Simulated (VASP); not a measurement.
A run of VASP 6.6.1 is set up as follows.

Contents of INCAR:

```
PREC = Accurate
ENCUT = 520
EDIFF = 1E-6
ISMEAR = 0
SIGMA = 0.1
LREAL = False
LASPH = True
NELM = 80
ALGO = Normal
ISIF = 2
LWAVE = False
LCHARG = False
GGA = PE
NBANDS = 16
```

File KPOINTS:

```
regular mesh
0
Gamma
  24 24 6
```

File POSCAR:

```
C
1.0
    2.5405287920      0.0000000000      0.0000000000
   -1.2702643960      2.2001624729      0.0000000000
    0.0000000000      0.0000000000      8.3130710131
C
4
Direct
    0.0000000000      0.0000000000      0.2500000000
    0.0000000000      0.0000000000      0.7500000000
    0.3333333333      0.6666666667      0.2500000000
    0.6666666667      0.3333333333      0.7500000000
```

Potentials or basis: VASP PAW PBE potentials, release 64 (C).

Command:

```sh
$ cat potpaw_PBE.64/C/POTCAR > POTCAR
$ mpirun -np 1 vasp_std > vasp.out
```

What does it give for the pressure?

-17.0 GPa.

What does it give for the band gap on the k mesh?

Zero (filled and empty bands touch).

Stress tensor (GPa, compression positive):
```
-25.47   0.00   0.00
  0.00 -25.47   0.00
  0.00   0.00   0.07
```

Caveat: the cell differs from its parent crystal (biaxial strain in the a-b plane: +3.0 %); the cell stands under tension; this functional lacks dispersion, which binds the layers, so the pressure and a relaxed spacing across them are unreliable.
